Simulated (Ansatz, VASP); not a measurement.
# One calculation of Ta3N, two programs

```
Ta N
1.0
     2.86418   -0.14154   -0.15983
    -1.55467    2.69276    0.00001
    -0.39660   -0.22896    7.98710
Ta N
3 1
Direct
  0.00000 0.00000 0.50000
  0.46052 0.73026 0.18934
  0.53948 0.26974 0.81066
  0.00000 0.00000 0.00000
```

Alike in both runs: task single point; functional PBE; k mesh 15 × 15 × 6; occupations gaussian, width 0.1 eV; no spin polarisation.

|  | VASP | Ansatz |
| --- | --- | --- |
| version | VASP 6.6.1 | Ansatz 0.2.0 |
| potentials or method | VASP PAW PBE potentials, release 64 (Ta_pv, N), cutoff 520 eV | scalar-relativistic, plane waves, PAW |
| valence electrons in the cell | 38 | 44 |

VASP gave:

| Item | Value |
| --- | --- |
| gap on the k mesh at the Fermi level (eV) | none |
| pressure (GPa) | 2.5 |
| traceless stress, the component that is largest in VASP (GPa) | 12.99 |
| rms of the force components (eV/Å) | 0.932 |

What did Ansatz give for the same quantities?

gap on the k mesh at the Fermi level (eV): none; pressure (GPa): 2.2; traceless stress, the component that is largest in VASP (GPa): 12.97; rms of the force components (eV/Å): 0.939.

Atom by atom the forces differ by 0.012 eV/Å (rms over components). A gap of «none» marks a metal or a gap that the smearing closes. The functional is the same, so the differences come from potentials, cutoffs and numerics. VASP's potentials hold 38 valence electrons a cell and Ansatz's 44, so a difference there can come from the potentials and not from the codes. Ansatz's warnings: structure snapped to symmetry.

Neither program's run includes spin-orbit coupling.
